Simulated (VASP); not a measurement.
# Al2Cu (P4/mmm) in VASP: further runs

The runs below take Al2Cu through single point, with PBEsol, LDA.

Everything below comes from runs of VASP 6.6.1. Logs are shortened: lines on timing, memory, paths and dates and some standing lists are left out, and cuts for length are marked.

## Step 1: The cell of the first run

It takes space group P4/mmm (No. 123, tetragonal). The conventional cell has a = 4.105 Å, b = 4.105 Å, c = 2.891 Å, α = 90.00°, β = 90.00°, γ = 90.00°. Within 3.3 Å of Cu (site symmetry 4/mmm) lie 8 Al at 2.51 Å and 2 Cu at 2.89 Å. Within 3.3 Å of Al (site symmetry mmm) lie 4 Cu at 2.51 Å and 6 Al at 2.89 to 2.90 Å.

## Step 2: Single point, PBEsol

File INCAR:

```
SYSTEM = Al2Cu
  GGA = PS
  ISMEAR = 1
  SIGMA = 0.1
  LWAVE = .False.
  LCHARG = .False.
  ISIF = 2
  PREC = Accurate
  LASPH = .True.
  LREAL = .False.
  ALGO = Normal
  EDIFF = 1E-6
  NELM = 120
  GGA_COMPAT = .False.
  ENCUT = 400
```

File KPOINTS:

```
k-points
0
Gamma
  8 8 11
```

File POSCAR:

```
Al2Cu
1.0
    4.1051820000      0.0000000000      0.0000000000
    0.0000000000      4.1051820000      0.0000000000
    0.0000000000      0.0000000000      2.8913130000
Cu Al
1 2
Direct
    0.0000000000      0.0000000000      0.0000000000
    0.0000000000      0.5000000000      0.5000000000
    0.5000000000      0.0000000000      0.5000000000
```

Potentials or basis: VASP PAW PBE potentials, release 64 (Cu, Al).

Run with:

```bash
> cat potpaw_PBE.64/Cu/POTCAR potpaw_PBE.64/Al/POTCAR > POTCAR
> mpirun -np 1 vasp_std > vasp.out
```

OUTCAR:

```text
SYSTEM = Al2Cu
   GGA = PS
   ISMEAR = 1
   ISIF = 2
   PREC = Accurate
   LASPH = .True.
   LREAL = .False.
   EDIFF = 1E-6
   NELM = 120
   ENCUT = 400

 Found     90 irreducible k-points:

 Following reciprocal coordinates:
            Coordinates               Weight
  0.000000  0.000000  0.000000      1.000000
  0.125000  0.000000  0.000000      4.000000
  0.250000  0.000000  0.000000      4.000000
  0.375000  0.000000  0.000000      4.000000
  0.500000  0.000000  0.000000      2.000000
  0.125000  0.125000  0.000000      4.000000
   k-points           NKPTS =     90   k-points in BZ     NKDIM =     90   number of bands    NBANDS=     12
   number of dos      NEDOS =    301   number of ions     NIONS =      3
   total plane-waves  NPLWV =  15680
   dimension x,y,z NGX =    28 NGY =   28 NGZ =   20
   dimension x,y,z NGXF=    56 NGYF=   56 NGZF=   40
   ions per type =               1   2
   NGX,Y,Z   is equivalent  to a cutoff of  11.34, 11.34, 11.50 a.u.
   NGXF,Y,Z  is equivalent  to a cutoff of  22.68, 22.68, 23.00 a.u.
 SYSTEM =  Al2Cu
   PREC   = accura    normal or accurate (medium, high low for compatibility)
   ISTART =      0    job   : 0-new  1-cont  2-samecut
   ICHARG =      2    charge: 1-file 2-atom 10-const
   ISPIN  =      1    spin polarized calculation?
   LNONCOLLINEAR =      F non collinear calculations
   LSORBIT =      F    spin-orbit coupling
   LASPH  =      T    aspherical Exc in radial PAW
   ENCUT  =  400.0 eV  29.40 Ry    5.42 a.u.   6.69  6.69  4.71*2*pi/ulx,y,z
   NELM   =    120;   NELMIN=  2; NELMDL= -5     # of ELM steps
   EDIFF  = 0.1E-05   stopping-criterion for ELM
   LREAL  =      F    real-space projection
   EDIFFG = 0.1E-04   stopping-criterion for IOM
   NSW    =      0    number of steps for IOM
   IBRION =     -1    ionic relax: 0-MD 1-quasi-New 2-CG
   NFREE  =      0    steps in history (QN), initial steepest desc. (CG)
   ISIF   =      2    stress and relaxation
   ISYM   =      2    0-nonsym 1-usesym 2-fastsym
   POTIM  = 0.5000    time-step for ionic-motion
   TEBEG  =    0.0;   TEEND  =   0.0 temperature during run

   SCALEE = 1.0000    scale energy and forces
   PSTRESS=    0.0 pullay stress
   NELECT =      17.0000    total number of electrons
   NUPDOWN=      -1.0000    fix difference up-down
   EMIN   =  10.00;   EMAX   =-10.00  energy-range for DOS
   EFERMI =   0.00;   METHOD = LEGACY
   ISMEAR =     1;   SIGMA  =   0.10  broadening in eV -4-tet -1-fermi 0-gaus
   EFERMI_NEDOS =   21; number of points for ismear=-14 and -15
   IALGO  =     38    algorithm
   IMIX   =      4    mixing-type and parameters
     AMIX     =   0.40;   BMIX     =  1.00
     AMIX_MAG =   1.60;   BMIX_MAG =  1.00
  volume/ion in A,a.u.               =      16.24       109.61
  Fermi-wavevector in a.u.,A,eV,Ry     =   1.152492  2.177894 18.071765  1.328237
  Thomas-Fermi vector in A             =   2.289142
   LORBIT       =      0    0 simple, 1 ext, 2 COOP (PROOUT), +10 PAW based schemes
   GGA     = PS    functional components
   LHFCALC =     F    Hartree Fock is set to
   AEXX    =    0.0000 exact exchange contribution
   IVDW    =     0    specifies the selected vdW correction
   LEPSILON=     F    determine dielectric tensor
   LRPA    =     F    only Hartree local field effects (RPA)

   CSHIFT  =0.1000    complex shift for real part using Kramers Kronig

   OMEGAMAX=  -1.0    maximum frequency
 non-spin polarized calculation
 Methfessel and Paxton  Order N= 1 SIGMA  =   0.10
  energy-cutoff  :      400.00
  volume of cell :       48.73
 maximum number of plane-waves:       932
 NGX is ok and might be reduce to    28
   NGX = 13   NGY = 13   NGZ =  9

 number of electron      16.9999994 magnetization

 Free energy of the ion-electron system (eV)
  ---------------------------------------------------
  ext. energy  EPLUGINS =         0.00000000
  ---------------------------------------------------
  free energy    TOTEN  =       -12.55461389 eV

  energy without entropy =      -12.55415828  energy(sigma->0) =      -12.55446202

 E-fermi :   7.0444     XC(G=0): -10.4866

 val. band max:        7.0386727660   @ k =   0.3750   0.1250   0.3636
 cond. band min:       7.0537581921   @ k =   0.0000   0.0000   0.0909
 fundamental gap:      0.0150854260
 Fermi energy:         7.0443753589

 k-point     1 :       0.0000    0.0000    0.0000
  band No.  band energies     occupation
      1      -3.4635      2.00000
      2       1.6582      2.00000
      3       2.1703      2.00000
      4       2.8229      2.00000
      5       3.0110      2.00000
      6       3.0110      2.00000
      7       4.6940      2.00000
      8       4.6940      2.00000
      9       6.9707      1.94390
     10       7.9316     -0.00000
     11      13.0030      0.00000
     12      13.2211      0.00000

 k-point     2 :       0.1250    0.0000    0.0000
  band No.  band energies     occupation
      1      -3.3322      2.00000
      2       1.5738      2.00000
      3       2.1396      2.00000
      4       2.7847      2.00000
      5       3.0061      2.00000
      6       3.0116      2.00000
      7       3.8785      2.00000
      8       4.8406      2.00000
      9       7.3634     -0.00006
     10       8.8156     -0.00000
     11      11.7964      0.00000
     12      12.3002      0.00000

 k-point     3 :       0.2500    0.0000    0.0000
  band No.  band energies     occupation
      1      -2.9475      2.00000
      2       1.0550      2.00000
      3       2.0904      2.00000
      4       2.7055      2.00000
      5       2.9947      2.00000
      6       3.0133      2.00000
      7       3.0398      2.00000
      8       5.2299      2.00000
      9       7.7070     -0.00000
     10      10.2845      0.00000
     11      10.7343      0.00000
     12      11.2083      0.00000

 k-point     4 :       0.3750    0.0000    0.0000
  band No.  band energies     occupation
      1      -2.3598      2.00000
      2       0.0716      2.00000
      3       2.0937      2.00000
      4       2.6389      2.00000
      5       2.7923      2.00000
      6       2.9834      2.00000
      7       3.0152      2.00000
      8       5.7268      2.00000
      9       8.1811     -0.00000
     10       9.1238      0.00000
     11       9.8250      0.00000
     12      13.4260      0.00000

 k-point     5 :       0.5000    0.0000    0.0000
  band No.  band energies     occupation
      1      -1.9120      2.00000
      2      -0.5578      2.00000
      3       2.1034      2.00000
      4       2.6139      2.00000
      5       2.7524      2.00000
      6       2.9787      2.00000
      7       3.0160      2.00000
      8       6.0068      2.00000
      9       8.6244     -0.00000
     10       8.7960     -0.00000
     11       8.9707     -0.00000
     12      14.3921      0.00000

 k-point     6 :       0.1250    0.1250    0.0000
  band No.  band energies     occupation
      1      -3.2007      2.00000
      2       1.5337      2.00000
      3       2.0923      2.00000
      4       2.7328      2.00000
      5       3.0067      2.00000
      6       3.0074      2.00000
      7       3.9383      2.00000
      8       4.0732      2.00000
      9       8.2789     -0.00000
     10       9.1338      0.00000
     11      10.4233      0.00000
     12      13.2621      0.00000

 [... further k-points ...]
[... 5 lines left out ...]
  --------------------------------------------------------------------------------------
  -------------------------------------------------------------------------------------
  Total       -0.6969224     -0.6969224     -0.8394661      0.0000000     -0.0000000      0.0000000
  in kB      -22.9158018    -22.9158018    -27.6028417      0.0000000     -0.0000000      0.0000000
  external PRESSURE =     -24.4781484 kB  Pullay stress =       0.0000000 kB

 VOLUME and BASIS-vectors are now :
 -----------------------------------------------------------------------------
  energy-cutoff  :      400.00
  volume of cell :       48.73
      direct lattice vectors                 reciprocal lattice vectors
     4.105182000  0.000000000  0.000000000     0.243594559  0.000000000  0.000000000
     0.000000000  4.105182000  0.000000000     0.000000000  0.243594559  0.000000000
     0.000000000  0.000000000  2.891313000     0.000000000  0.000000000  0.345863627

 POSITION                                       TOTAL-FORCE (eV/Angst)
 -----------------------------------------------------------------------------------
      0.00000      0.00000      0.00000         0.000000      0.000000      0.000000
      0.00000      2.05259      1.44566         0.000000      0.000000      0.000000
      2.05259      0.00000      1.44566         0.000000      0.000000      0.000000
 -----------------------------------------------------------------------------------
    total drift:                               -0.000000     -0.000000     -0.000000

  FREE ENERGIE OF THE ION-ELECTRON SYSTEM (eV)
  ---------------------------------------------------
  free  energy   TOTEN  =       -12.5546138882 eV

  energy  without entropy=      -12.5541582847  energy(sigma->0) =      -12.55446202
```

OSZICAR:

```text
N       E                     dE             d eps       ncg     rms          rms(c)
DAV:   1     0.618444336371E+02    0.61844E+02   -0.60402E+03  2160   0.120E+03
DAV:   2    -0.122004048303E+02   -0.74045E+02   -0.68305E+02  2164   0.229E+02
DAV:   3    -0.148290218098E+02   -0.26286E+01   -0.25382E+01  2876   0.576E+01
DAV:   4    -0.148911152686E+02   -0.62093E-01   -0.62055E-01  2696   0.695E+00
DAV:   5    -0.148935592891E+02   -0.24440E-02   -0.24439E-02  3184   0.153E+00    0.144E+01
DAV:   6    -0.166942681804E+02   -0.18007E+01   -0.57609E+01  2504   0.276E+02    0.117E+01
DAV:   7    -0.127122196485E+02    0.39820E+01   -0.13747E+01  2588   0.109E+02    0.234E+00
DAV:   8    -0.126259450064E+02    0.86275E-01   -0.20794E+00  3148   0.455E+01    0.226E+00
DAV:   9    -0.125543407854E+02    0.71604E-01   -0.38706E-01  2832   0.220E+01    0.265E-01
DAV:  10    -0.125572029336E+02   -0.28621E-02   -0.26367E-02  3068   0.567E+00    0.367E-01
DAV:  11    -0.125548770460E+02    0.23259E-02   -0.17727E-02  2788   0.503E+00    0.124E-01
DAV:  12    -0.125546248810E+02    0.25217E-03   -0.12424E-03  3172   0.116E+00    0.290E-02
DAV:  13    -0.125546146406E+02    0.10240E-04   -0.66017E-05  3480   0.197E-01    0.115E-02
DAV:  14    -0.125546143179E+02    0.32271E-06   -0.11296E-05  2908   0.114E-01    0.589E-03
DAV:  15    -0.125546138882E+02    0.42968E-06   -0.11363E-06  1308   0.382E-02
   1 F= -.12554614E+02 E0= -.12554462E+02  d E =-.455604E-03
```

stdout:

```text
POSCAR found type information on POSCAR CuAl
 POSCAR found :  2 types and       3 ions
 scaLAPACK will be used
 -----------------------------------------------------------------------------
[... 22 lines left out ...]
|     a few unoccupied bands to accelerate the convergence of                 |
|     molecular-dynamics runs (even for insulators or semiconductors),        |
|     since the presence of unoccupied bands improves wavefunction            |
|     prediction and helps to suppress 'band-crossings'.                      |
|                                                                             |
 -----------------------------------------------------------------------------
```

It took 41 s on 1 thread of Intel Xeon Platinum 8259CL at 2.50GHz (Skylake/Cascade Lake), shared host; peak memory 0.16 GiB.

What came out:

```yaml
Free_energy: -12.5546 eV
Pressure: -2.4 GPa
Band_gap_on_the_k_mesh: zero (an odd number of electrons rules out a gap without spin polarisation)
```

Stress tensor (GPa, compression positive):
```
-2.29  0.00  0.00
 0.00 -2.29  0.00
 0.00  0.00 -2.76
```

Caveat: the PAW data sets were made with another functional, which shifts forces and pressure a little.

## Step 3: Single point, LDA

This run uses another cell than the first one, of 15.27 Å³/atom.

File INCAR:

```
ALGO     = Normal         # electronic algorithm
EDIFF    = 1E-7           # SCF threshold, eV
ENCUT    = 520            # plane-wave cutoff, eV
GGA      = CA             # functional
ISIF     = 2              # what is computed and relaxed
ISMEAR   = -1             # smearing method
LASPH    = T              # aspherical terms in the spheres
LCHARG   = T              # write CHGCAR
LELF     = T              # ELF
LREAL    = F              # projectors in reciprocal space
LVHAR    = T            
LWAVE    = F              # write WAVECAR
NBANDS   = 16             # bands
NELM     = 60             # most SCF steps
PREC     = Accurate       # precision mode
SIGMA    = 0.05           # smearing width, eV
```

File KPOINTS:

```
k-points
0
Gamma
  7 7 9
```

File POSCAR:

```
Al2Cu
1.0
    4.0213792609      0.0000000000      0.0000000000
    0.0000000000      4.0213792609      0.0000000000
    0.0000000000      0.0000000000      2.8322900507
Cu Al
1 2
Direct
    0.0000000000      0.0000000000      0.0000000000
    0.0000000000      0.5000000000      0.5000000000
    0.5000000000      0.0000000000      0.5000000000
```

Potentials or basis: VASP PAW LDA potentials, release 64 (Cu, Al).

Run with:

```bash
> cat potpaw_LDA.64/Cu/POTCAR potpaw_LDA.64/Al/POTCAR > POTCAR
> mpirun -np 1 vasp_std > vasp.out
```

OUTCAR:

```text
EDIFF = 1E-7
   ENCUT = 520
   GGA = CA
   ISIF = 2
   ISMEAR = -1
   LASPH = T
   LREAL = F
   NELM = 60
   PREC = Accurate

 ion  position               nearest neighbor table
   1  0.000  0.000  0.000-   2 2.46   3 2.46   2 2.46   3 2.46   2 2.46   2 2.46   3 2.46   3 2.46

   2  0.000  0.500  0.500-   1 2.46   1 2.46   1 2.46   1 2.46   3 2.84   3 2.84   3 2.84   3 2.84

   3  0.500  0.000  0.500-   1 2.46   1 2.46   1 2.46   1 2.46   2 2.84   2 2.84   2 2.84   2 2.84

  LATTYP: Found a simple tetragonal cell.
 ALAT       =     4.0213792609
 C/A-ratio  =     0.7043081159

  Lattice vectors:

 A1 = (   4.0213792609,   0.0000000000,   0.0000000000)
 A2 = (   0.0000000000,   4.0213792609,   0.0000000000)
 A3 = (   0.0000000000,   0.0000000000,   2.8322900507)

Analysis of symmetry for initial positions (statically):
=====================================================================
 Subroutine PRICEL returns:
 Original cell was already a primitive cell.

[... 165 lines left out ...]
  ext. energy  EPLUGINS =         0.00000000
  ---------------------------------------------------
  free energy    TOTEN  =       -13.22182872 eV

  energy without entropy =      -13.21048754  energy(sigma->0) =      -13.21615813

 E-fermi :   7.6124     XC(G=0): -10.8439

 val. band max:        7.5965624414   @ k =   0.1429   0.1429   0.4444
 cond. band min:       7.6205152059   @ k =   0.2857   0.2857   0.2222
 fundamental gap:      0.0239527644
 Fermi energy:         7.6123518304

 k-point     1 :       0.0000    0.0000    0.0000
  band No.  band energies     occupation
      1      -3.3325      2.00000
      2       1.8590      2.00000
      3       2.3310      2.00000
      4       3.0506      2.00000
      5       3.2480      2.00000
      6       3.2480      2.00000
[... 433 lines left out ...]
      3       2.5377      2.00000
      4       2.7478      2.00000
      5       2.9733      2.00000
      6       2.9958      2.00000
[... 8 lines left out ...]
     15      17.9019      0.00000
     16      18.8476      0.00000

 [... further k-points ...]
[... 5 lines left out ...]
  --------------------------------------------------------------------------------------
  -------------------------------------------------------------------------------------
  Total        0.3807808      0.3807808      0.0323756      0.0000000      0.0000000      0.0000000
  in kB       13.3198034     13.3198034      1.1325080      0.0000000      0.0000000      0.0000000
  external PRESSURE =       9.2573716 kB  Pullay stress =       0.0000000 kB

 VOLUME and BASIS-vectors are now :
 -----------------------------------------------------------------------------
  energy-cutoff  :      520.00
  volume of cell :       45.80
      direct lattice vectors                 reciprocal lattice vectors
     4.021379261  0.000000000  0.000000000     0.248670900  0.000000000  0.000000000
     0.000000000  4.021379261  0.000000000     0.000000000  0.248670900  0.000000000
     0.000000000  0.000000000  2.832290051     0.000000000  0.000000000  0.353071183

 POSITION                                       TOTAL-FORCE (eV/Angst)
 -----------------------------------------------------------------------------------
      0.00000      0.00000      0.00000         0.000000      0.000000      0.000000
      0.00000      2.01069      1.41615         0.000000      0.000000      0.000000
      2.01069      0.00000      1.41615         0.000000      0.000000      0.000000
 -----------------------------------------------------------------------------------
    total drift:                                0.000000      0.000000      0.000000

  FREE ENERGIE OF THE ION-ELECTRON SYSTEM (eV)
  ---------------------------------------------------
  free  energy   TOTEN  =       -13.2218287240 eV

  energy  without entropy=      -13.2104875378  energy(sigma->0) =      -13.21615813
```

Run time: 29 s. Hardware: 1 thread of Intel Xeon 8259CL, shared host; peak memory 0.16 GiB.

What came out:

```yaml
Free_energy: -13.2218 eV
Pressure: 0.9 GPa
Band_gap_on_the_k_mesh: zero (an odd number of electrons rules out a gap without spin polarisation)
```

Stress tensor (GPa, compression positive):
```
1.33 0.00 0.00
0.00 1.33 0.00
0.00 0.00 0.11
```
